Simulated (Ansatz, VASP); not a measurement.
BN: VASP beside Ansatz

```xyz
4
Lattice="2.6561 0.0000 0.0000 -1.3280 2.3002 0.0000 0.0000 0.0000 4.0578" Properties=species:S:1:pos:R:3 pbc="T T T"
B     1.3280    0.7667    4.0567
B     0.0000    1.5335    2.0278
N     1.3280    0.7667    2.5372
N     0.0000    1.5335    0.5083
```

Change from the starting cell: strain +0.040 along x and y, -0.040 along z, atoms carried along.

Alike in both runs: task single point; functional PBE; k mesh 12 × 12 × 6; occupations gaussian, width 0.05 eV; no spin polarisation.

```csv
,VASP,Ansatz
version,VASP 6.6.1,Ansatz 0.2.0
potentials or method,"VASP PAW PBE potentials, release 64 (B, N), cutoff 520 eV","scalar-relativistic, plane waves, PAW"
valence electrons in the cell,16,16
```

Ansatz gave:

```
gap on the k mesh at the Fermi level (eV)                     : 5.50
least direct gap on the mesh (eV)                             : 7.34
pressure (GPa)                                                : -9.8
traceless stress, the component that is largest in VASP (GPa) : 47.40
rms of the force components (eV/Å)                            : 0.140
```

Question: Which values does VASP return?

Answer: gap on the k mesh at the Fermi level (eV): 5.48; least direct gap on the mesh (eV): 7.33; pressure (GPa): -9.6; traceless stress, the component that is largest in VASP (GPa): 47.70; rms of the force components (eV/Å): 0.148.

Atom by atom the forces differ by 0.008 eV/Å (rms over components).
